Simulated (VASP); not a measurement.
## Re: single point with PBE

Crystal: Re.

```
Re
1.0
     0.00000    1.95772    1.95772
     1.79621    0.00000    1.95772
     1.79621    1.95772    0.00000
Re
1
Direct
  0.00000 0.00000 0.00000
```

This cell differs from its parent crystal: normal strain along x -0.0825, normal strain along z +0.0000.

* Program: VASP 6.6.1
* Task: single point
* Functional: PBE
* Potentials or basis: VASP PAW PBE potentials, release 64 (Re)
* Cutoff: 520 eV
* k mesh: 10 × 10 × 10
* Occupations: gaussian, width 0.15 eV
* Spin: no spin polarisation

```
Pressure : 38.4 GPa
```

Stress tensor (GPa, compression positive):
```
53.82  0.00  0.00
 0.00 30.73  0.00
 0.00  0.00 30.73
```

Levels at points of the mesh, in eV from the Fermi level:
```csv
k point,band 1,band 2,band 3,band 4,band 5,band 6,band 7
"(0.00, 0.00, 0.00)",-10.69,-2.55,-2.55,-1.27,0.39,2.09,14.02
"(0.50, 0.00, 0.00)",-7.47,-3.14,-1.63,0.30,3.68,4.63,11.02
"(0.50, 0.50, 0.00)",-7.55,-6.47,2.44,3.95,4.28,5.57,12.55
"(0.00, 0.50, 0.50)",-7.51,-6.76,4.10,4.40,5.01,5.01,11.81
```

It took 14 s on 1 thread of AMD EPYC 7R43 64-Core Processor (Zen 3), on a shared host, peak memory 0.1 GiB.

Caveat: the cell differs from its parent crystal (normal strain along x -0.0825, normal strain along z +0.0000); spin-orbit coupling is left out, which moves the levels of the heavy elements.
